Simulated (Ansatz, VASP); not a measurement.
## CdGa2O3 in VASP and in Ansatz

```
Cd Ga O
1.0
     3.16096    0.00000    0.00000
     0.00000    3.16096    0.00000
     0.00000    0.00000    8.33388
Cd Ga O
1 2 3
Direct
  0.00000 0.00000 0.00000
  0.00000 0.50000 0.63710
  0.50000 0.00000 0.36290
  0.50000 0.50000 0.00000
  0.00000 0.50000 0.38919
  0.50000 0.00000 0.61081
```

Change from the starting cell: species swapped into the Hf2CuSb3 type (P-4m2, No. 115).

Alike in both runs: functional PBE; k mesh 6 × 6 × 4; occupations gaussian, width 0.1 eV; no spin polarisation.

Ansatz relaxed the structure, and its values are those at the end. VASP's run is a single point on that final structure, the one shown.

|  | VASP | Ansatz |
| --- | --- | --- |
| version | VASP 6.6.1 | Ansatz 0.2.0 |
| potentials or method | VASP PAW PBE potentials, release 64 (Cd_sv_GW, Ga_d, O), cutoff 700 eV | scalar-relativistic, plane waves, PAW |
| valence electrons in the cell | 64 | 64 |

Ansatz gave:

* gap on the k mesh at the Fermi level (eV): none
* pressure (GPa): 0.1
* rms of the force components (eV/Å): 0.002

**Question.** Estimate VASP's values.

**Answer.** gap on the k mesh at the Fermi level (eV): none; pressure (GPa): 0.2; rms of the force components (eV/Å): 0.021.

A gap of «none» marks a metal or a gap that the smearing closes.
